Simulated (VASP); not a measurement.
# Cl: single point with PBE

The system is Cl.

```
CELL_PARAMETERS angstrom
3.20074 0.00000 0.00000
-1.60037 2.77192 0.00000
0.00000 0.00000 2.25230
ATOMIC_POSITIONS crystal
Cl 0.00000 0.00000 0.00000
```

```yaml
Program: VASP 6.6.1
Task: single point
Functional: PBE
Potentials_or_basis: VASP PAW PBE potentials, release 64 (Cl)
Cutoff: 520 eV
k_mesh: 14 × 14 × 13
Occupations: fermi-dirac, width 0.1 eV
Spin: no spin polarisation
Dipole_correction: no
k_mesh_for_the_DOS: 21 × 21 × 20
Occupations_for_the_DOS: tetrahedron
Further_INCAR_settings: ALGO = Normal; EDIFF = 1e-07
```

The valence electrons inside the program's atomic spheres are Cl 4.97.

Levels at points of the mesh, in eV from the Fermi level:
| k point | band 1 | band 2 | band 3 | band 4 | band 5 | band 6 | band 7 |
| --- | --- | --- | --- | --- | --- | --- | --- |
| (0.00, 0.00, 0.00) | -17.41 | -1.83 | -1.83 | 4.54 | 6.53 | 11.77 | 11.77 |
| (0.00, 0.00, 0.50) | -13.03 | -7.94 | 0.75 | 0.75 | 12.49 | 12.49 | 13.44 |

It took 40 s on 1 thread of Intel(R) Xeon(R) 6975P-C (Granite Rapids), on a shared host, peak memory 0.17 GiB.

Caveat: an odd number of electrons without spin polarisation forces a metal; a magnetic or distorted state may lie lower.
